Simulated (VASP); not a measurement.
# O in VASP: notebook, part 2 of 2

VASP 6.6.1.

## (3) Single point, PBE

This run uses another cell than the first one, of 11.33 Å³/atom, 1.020 times its volume.

Input file INCAR:

```
SYSTEM = O
PREC = Accurate ; ENCUT = 520
EDIFF = 1E-7 ; ISMEAR = -1
SIGMA = 0.05 ; LREAL = .FALSE.
LASPH = .TRUE. ; NELM = 60
ALGO = Normal ; ISIF = 2
LWAVE = .FALSE. ; LCHARG = .FALSE.
GGA = PE ; NBANDS = 20
```

Input file KPOINTS:

```
regular mesh
0
G
  7 7 9
  0 0 0
```

Input file POSCAR:

```
O
1.0
    3.9434775113      0.0000000000      0.0000000000
    0.0000000000      3.8393239949      0.0000000000
   -1.0097716349      0.0000000000      2.9922798703
O
4
Direct
    0.3329660000      0.3058770000      0.1812950000
    0.6670340000      0.3058770000      0.3187050000
    0.6670340000      0.6941230000      0.8187050000
    0.3329660000      0.6941230000      0.6812950000
```

Potentials or basis: VASP PAW PBE potentials, release 64 (O).

Started as:

```sh
cat potpaw_PBE.64/O/POTCAR > POTCAR
mpirun -np 1 vasp_std > vasp.out
```

OUTCAR:

```text
SYSTEM = O
   PREC = Accurate
   ENCUT = 520
   EDIFF = 1E-7
   ISMEAR = -1
   LREAL = .FALSE.
   LASPH = .TRUE.
   NELM = 60
   ISIF = 2
   GGA = PE

 ion  position               nearest neighbor table
   1  0.333  0.306  0.181-   2 1.25
   2  0.667  0.306  0.319-   1 1.25
   3  0.667  0.694  0.819-   4 1.25
   4  0.333  0.694  0.681-   3 1.25

  LATTYP: Found a simple monoclinic cell.
 ALAT       =     3.1580654801
 B/A-ratio  =     1.2157201993
[... 203 lines left out ...]
      6      -7.4892      2.00000
[... 541 lines left out ...]
     19      14.2662      0.00000
     20      16.6823      0.00000

 [... further k-points ...]
[... 5 lines left out ...]
  --------------------------------------------------------------------------------------
  -------------------------------------------------------------------------------------
  Total       -1.6621327      0.5120336     -0.3684993      0.0000000      0.0000000     -0.9627765
  in kB      -58.7814011     18.1080915    -13.0319959      0.0000000      0.0000000    -34.0486347
  external PRESSURE =     -17.9017685 kB  Pullay stress =       0.0000000 kB

 VOLUME and BASIS-vectors are now :
 -----------------------------------------------------------------------------
  energy-cutoff  :      520.00
  volume of cell :       45.30
      direct lattice vectors                 reciprocal lattice vectors
     3.943477511  0.000000000  0.000000000     0.253583290  0.000000000  0.085573952
     0.000000000  3.839323995  0.000000000     0.000000000  0.260462519  0.000000000
    -1.009771635  0.000000000  2.992279870     0.000000000  0.000000000  0.334193339

 POSITION                                       TOTAL-FORCE (eV/Angst)
 -----------------------------------------------------------------------------------
      1.12998      1.17436      0.54249         1.206910      0.209568      0.501377
      2.30861      1.17436      0.95365        -1.206910      0.209568     -0.501377
      1.80373      2.66496      2.44979        -1.206910     -0.209568     -0.501377
      0.62509      2.66496      2.03863         1.206910     -0.209568      0.501377
 -----------------------------------------------------------------------------------
    total drift:                                0.000000     -0.000000     -0.000000

  FREE ENERGIE OF THE ION-ELECTRON SYSTEM (eV)
  ---------------------------------------------------
  free  energy   TOTEN  =       -19.6778483324 eV

  energy  without entropy=      -19.6778182706  energy(sigma->0) =      -19.67783330
```

OSZICAR:

```text
N       E                     dE             d eps       ncg     rms          rms(c)
DAV:   1     0.126547155595E+03    0.12655E+03   -0.13950E+04  5120   0.115E+03
DAV:   2    -0.140879034470E+02   -0.14064E+03   -0.13670E+03  6728   0.269E+02
DAV:   3    -0.202171745435E+02   -0.61293E+01   -0.60917E+01  6380   0.547E+01
DAV:   4    -0.202521903366E+02   -0.35016E-01   -0.35012E-01  5744   0.462E+00
DAV:   5    -0.202523954640E+02   -0.20513E-03   -0.20513E-03  6300   0.318E-01    0.638E+00
DAV:   6    -0.197745885262E+02    0.47781E+00   -0.37973E-01  5584   0.563E+00    0.341E+00
DAV:   7    -0.196734513404E+02    0.10114E+00   -0.38209E-01  6220   0.532E+00    0.658E-01
DAV:   8    -0.196780719069E+02   -0.46206E-02   -0.49122E-02  5320   0.162E+00    0.113E-01
DAV:   9    -0.196778292152E+02    0.24269E-03   -0.80400E-04  5860   0.257E-01    0.517E-02
DAV:  10    -0.196778495162E+02   -0.20301E-04   -0.10620E-04  5924   0.815E-02    0.130E-02
DAV:  11    -0.196778484051E+02    0.11111E-05   -0.13629E-05  6000   0.336E-02    0.496E-03
DAV:  12    -0.196778483851E+02    0.19997E-07   -0.18056E-06  5456   0.106E-02    0.182E-03
DAV:  13    -0.196778483324E+02    0.52678E-07   -0.14441E-07  3832   0.302E-03
   1 F= -.19677848E+02 E0= -.19677833E+02  d E =-.300619E-04
```

Wall time 52 s (1 thread of AMD EPYC 9R45 (Zen 5), shared host); peak memory 0.17 GiB.

Results:

```
Free energy            : -19.6778 eV
Pressure               : -1.8 GPa
Largest force          : 1.324 eV/Å
Band gap on the k mesh : 0.64 eV, indirect (least direct gap 0.84 eV)
```

Forces on the atoms (eV/Å):
```
O    1.207  0.210  0.501
O   -1.207  0.210 -0.501
O   -1.207 -0.210 -0.501
O    1.207 -0.210  0.501
```

Levels at points of the mesh, in eV from the valence-band top:
| k point | band 9 | band 10 | band 11 | band 12 | band 13 | band 14 | band 15 | band 16 |
| --- | --- | --- | --- | --- | --- | --- | --- | --- |
| (0.00, 0.00, 0.00) | -4.22 | -4.15 | -0.74 | -0.55 | 1.61 | 1.67 | 9.61 | 10.10 |

Caveat: the standard files for N, O and F lose accuracy on very short bonds; spin is off for a triplet molecule; forces of over 1 eV/Å act on the atoms, so gaps and moduli don't describe the material at rest.

## (4) Single point, PBE

This run uses another cell than the first one, of 11.54 Å³/atom, 1.039 times its volume.

Input file INCAR:

```
SYSTEM = O
PREC     = Accurate       ! precision mode
ENCUT    = 520            ! plane-wave cutoff, eV
EDIFF    = 1E-7           ! SCF threshold, eV
ISMEAR   = -1             ! smearing method
SIGMA    = 0.05           ! smearing width, eV
LREAL    = .False.        ! projectors in reciprocal space
LASPH    = .True.         ! aspherical terms in the spheres
NELM     = 80             ! most SCF steps
ALGO     = Normal         ! electronic algorithm
ISIF     = 2              ! what is computed and relaxed
LWAVE    = .False.        ! write WAVECAR
LCHARG   = .False.        ! write CHGCAR
GGA      = PE             ! functional
NBANDS   = 20             ! bands
```

Input file KPOINTS:

```
Automatic mesh
0
Gamma
  7 7 9
  0 0 0
```

Input file POSCAR:

```
O
1.0
    3.9685958797      0.0000000000      0.0000000000
    0.0000000000      3.8637789472      0.0000000000
   -1.0162034748      0.0000000000      3.0113394916
O
4
Direct
    0.3329660000      0.3058770000      0.1812950000
    0.6670340000      0.3058770000      0.3187050000
    0.6670340000      0.6941230000      0.8187050000
    0.3329660000      0.6941230000      0.6812950000
```

Started as:

```sh
cat potpaw_PBE.64/O/POTCAR > POTCAR
mpirun -np 1 vasp_std > vasp.out
```

Run time: 48 s. Hardware: 1 thread of AMD EPYC 9R45 (Zen 5), shared host; peak memory 0.17 GiB.

Results (log left out):

| Property | Result |
| --- | --- |
| Free energy | -19.6649 eV |
| Pressure | -3.8 GPa |
| Largest force | 1.789 eV/Å |
| Band gap on the k mesh | 0.63 eV, indirect (least direct gap 0.81 eV) |

Forces in eV/Å, atoms in the order of the input:
```
O    1.646  0.256  0.653
O   -1.646  0.256 -0.653
O   -1.646 -0.256 -0.653
O    1.646 -0.256  0.653
```

Stress tensor (GPa, compression positive):
```
-9.84  0.00 -4.42
 0.00  0.94  0.00
-4.42  0.00 -2.49
```

Levels at points of the mesh, in eV from the valence-band top:
```tsv
k point	band 10	band 11	band 12	band 13	band 14	band 15
(0.00, 0.00, 0.00)	-4.07	-0.71	-0.53	1.57	1.63	9.54
```

Caveat: the standard files for N, O and F lose accuracy on very short bonds; spin is off for a triplet molecule; forces of over 1 eV/Å act on the atoms, so gaps and moduli don't describe the material at rest.

## (5) Single point, PBE (atoms moved at random)

Input file INCAR:

```
SYSTEM = O
PREC = Accurate
ENCUT = 520
EDIFF = 1E-6
ISMEAR = -1
SIGMA = 0.05
LREAL = .False.
LASPH = .True.
NELM = 60
ALGO = Normal
ISIF = 2
LWAVE = .False.
LCHARG = .True.
GGA = PE
LELF = .True.
LVHAR = .True.
NBANDS = 20
```

KPOINTS is that of step 4.

Input file POSCAR:

```
O
1.0
    3.8922577202      0.0000000000      0.0000000000
    0.0000000000      3.7894570000      0.0000000000
   -0.9966562331      0.0000000000      2.9534146937
O
4
Direct
    0.3347420000      0.3104190000      0.1765910000
    0.6716350000      0.2953840000      0.3232260000
    0.6685210000      0.6971860000      0.8027390000
    0.3348700000      0.6983420000      0.6916900000
```

Started as:

```sh
cat potpaw_PBE.64/O/POTCAR > POTCAR
mpirun -np 1 vasp_std > vasp.out
```

Run time: 83 s. Hardware: 1 thread of AMD EPYC 9R45 (Zen 5), shared host; peak memory 0.21 GiB.

Results (log left out):

```
Free energy            : -19.6277 eV
Pressure               : 1.3 GPa
Largest force          : 1.320 eV/Å
Band gap on the k mesh : 0.66 eV, indirect (least direct gap 0.81 eV)
```

Forces on the atoms (eV/Å):
```
O    0.707 -0.228  0.299
O   -1.060  0.638 -0.461
O   -0.279 -0.082  0.290
O    0.631 -0.328 -0.128
```

Stress tensor (GPa, compression positive):
```
-1.01  2.35 -0.51
 2.35  3.03  0.98
-0.51  0.98  2.01
```

Levels at points of the mesh, in eV from the valence-band top:
```csv
k point,band 8,band 9,band 10,band 11,band 12,band 13,band 14,band 15,band 16,band 17
"(0.00, 0.00, 0.00)",-6.23,-4.28,-4.26,-0.73,-0.62,1.69,1.70,9.85,10.27,10.74
```

Caveat: the cell differs from its parent crystal (atoms moved at random); the standard files for N, O and F lose accuracy on very short bonds; spin is off for a triplet molecule; forces of over 1 eV/Å act on the atoms, so gaps and moduli don't describe the material at rest. A k mesh can miss the band edges.

## (6) The runs side by side

| cell | gap on the mesh (eV) | pressure (GPa) | largest force (eV/Å) |
| --- | --- | --- | --- |
| a = 3.918, b = 3.815, c = 3.138 Å, angles 90.0, 108.6, 90.0°, 4 atoms | 0.66 | 0.4 | 0.82 |
| a = 3.943, b = 3.839, c = 3.158 Å, angles 90.0, 108.6, 90.0°, 4 atoms | 0.64 | -1.8 | 1.32 |
| a = 3.969, b = 3.864, c = 3.178 Å, angles 90.0, 108.6, 90.0°, 4 atoms | 0.63 | -3.8 | 1.79 |
| a = 3.892, b = 3.789, c = 3.117 Å, angles 90.0, 108.6, 90.0°, 4 atoms | 0.66 | 1.3 | 1.32 |

Alike in all rows: task single point; level PBE; potentials or basis VASP PAW PBE potentials, release 64 (O); no spin polarisation; k mesh 7 × 7 × 9; cutoff (eV) 520; smearing fermi-dirac 0.05 eV.

Caveats: the standard files for N, O and F lose accuracy on very short bonds; spin is off for a triplet molecule; forces of over 1 eV/Å act on the atoms, so gaps and moduli don't describe the material at rest (some runs).

Total energies depend on the potentials used, so only differences within one code and one set of settings carry meaning.
